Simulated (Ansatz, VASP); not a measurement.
# FeO, level by level in two programs

```
Fe O
1.0
     0.00000    2.12627    2.12627
     2.12627    0.00000    2.12627
     2.12627    2.12627    0.00000
Fe O
1 1
Direct
  0.00000 0.00000 0.00000
  0.50000 0.50000 0.50000
```

Single points on this cell with VASP 6.6.1 and Ansatz 0.2.0. Each row is one pair of runs. Alike in all rows: spin: collinear, typed start; k mesh: 11 × 11 × 11; smearing: fermi-dirac, width 0.05 eV; VASP's potentials, cutoff: VASP PAW PBE potentials, release 64 (Fe, O), 520 eV; Ansatz's potentials, cutoff: Ansatz PAW, 420 eV.

```tsv
level	gap on the k mesh at the Fermi level (eV), VASP	gap on the k mesh at the Fermi level (eV), Ansatz	pressure (GPa), VASP	pressure (GPa), Ansatz	net moment per atom (μB), VASP	net moment per atom (μB), Ansatz
PBE+D4	none	?	4.9	?	2.00	?
PBEsol+D4	none	none	-2.5	-2.9	2.00	2.00
revPBE	none	none	12.5	12.3	2.00	2.00
```

Problem. Fill in what Ansatz gave in row 1.

Solution. gap on the k mesh at the Fermi level (eV): none; pressure (GPa): 4.7; net moment per atom (μB): 2.00.

VASP's potentials hold 14 valence electrons a cell and Ansatz's 22, so a difference there can come from the potentials and not from the codes.

A gap of «none» marks a metal or a gap that the smearing closes.
